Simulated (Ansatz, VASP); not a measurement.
One calculation of TePtSe3, two programs

```xyz
5
Lattice="4.2772 0.0000 0.0000 0.0000 4.2772 0.0000 0.0000 0.0000 8.4491" Properties=species:S:1:pos:R:3 pbc="T T T"
Te    0.0000    0.0000    4.2246
Pt    0.0000    0.0000    0.0000
Se    2.1386    2.1386    4.2246
Se    2.1386    2.1386    7.1453
Se    2.1386    2.1386    1.3038
```

Alike in both runs: task relaxation of cell and atoms; functional PBE; k mesh 4 × 4 × 2; occupations gaussian, width 0.1 eV; no spin polarisation.

|  | VASP | Ansatz |
| --- | --- | --- |
| version | VASP 6.6.1 | Ansatz 0.2.0 |
| potentials or method | VASP PAW PBE potentials, release 64 (Te, Pt, Se), cutoff 600 eV | scalar-relativistic, plane waves, PAW |
| valence electrons in the cell | 34 | 82 |

Ansatz gave:

- gap on the k mesh at the Fermi level, each at its own relaxed structure (eV): none
- relaxed volume (Å³/atom): 27.78
- relaxed length of the cell vector where the two differ most in proportion (Å): 9.555

Q: What did VASP give for the same quantities?

A: gap on the k mesh at the Fermi level, each at its own relaxed structure (eV): none; relaxed volume (Å³/atom): 27.92; relaxed length of the cell vector where the two differ most in proportion (Å): 9.595.

A gap of «none» marks a metal or a gap that the smearing closes. VASP's potentials hold 34 valence electrons a cell and Ansatz's 82, so a difference there can come from the potentials and not from the codes.

The k mesh is coarse, so the values compare programs but aren't converged. Neither program's run includes spin-orbit coupling.
